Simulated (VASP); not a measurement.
Input of a VASP 6.6.1 run:

File INCAR:

```
SYSTEM = In3As
PREC     = Accurate       ! precision mode
ENCUT    = 600            ! plane-wave cutoff, eV
EDIFF    = 1E-6           ! SCF threshold, eV
ISMEAR   = 0              ! smearing method
SIGMA    = 0.1            ! smearing width, eV
LREAL    = .FALSE.        ! projectors in reciprocal space
LASPH    = .TRUE.         ! aspherical terms in the spheres
NELM     = 80             ! most SCF steps
ALGO     = Fast           ! electronic algorithm
ISIF     = 3              ! what is computed and relaxed
LWAVE    = .FALSE.        ! write WAVECAR
LCHARG   = .FALSE.        ! write CHGCAR
GGA      = PE             ! functional
IBRION   = 2              ! ionic algorithm
NSW      = 90             ! ionic steps
EDIFFG   = -0.04          ! ionic threshold
```

Contents of KPOINTS:

```
regular mesh
0
G
  6 6 6
  0 0 0
```

POSCAR

```
In3As
1.0
    2.8408426400      1.6401612600      3.8413795000
   -2.8408426400      1.6401612600      3.8413795000
    0.0000000000     -3.2803225200      3.8413795000
In As
3 1
Direct
    0.5000000000      0.5000000000      0.0000000000
    0.0000000000      0.5000000000      0.5000000000
    0.5000000000      0.0000000000      0.5000000000
    0.5000000000      0.5000000000      0.5000000000
```

Potentials or basis: VASP PAW PBE potentials, release 64 (In_d, As).

Run with:

```sh
$ cat potpaw_PBE.64/In_d/POTCAR potpaw_PBE.64/As/POTCAR > POTCAR
$ mpirun -np 1 vasp_std > vasp.out
```

**Question.** Estimate the relaxed cell.

**Answer.** a = 5.854 Å, b = 5.854 Å, c = 5.854 Å, α = 63.06°, β = 63.06°, γ = 63.06°.

**Question.** What does it give for the band gap on the k mesh?

**Answer.** Zero (band 22 reaches 4.07 eV, above the bottom of band 23 at 2.13 eV).

**Question.** What does it give for the relaxed volume?

**Answer.** 37.87 Å³/atom.

**Question.** Estimate the space group after relaxing (to 0.05 Å).

**Answer.** R-3m (No. 166).

Stress tensor (GPa, compression positive):
```
-0.16  0.00  0.00
 0.00 -0.16  0.00
 0.00  0.00  0.12
```

Caveat: the volume moved by over 15 % at a fixed basis, so the end points are rough; spin-orbit coupling is left out, which moves the levels of the heavy elements.
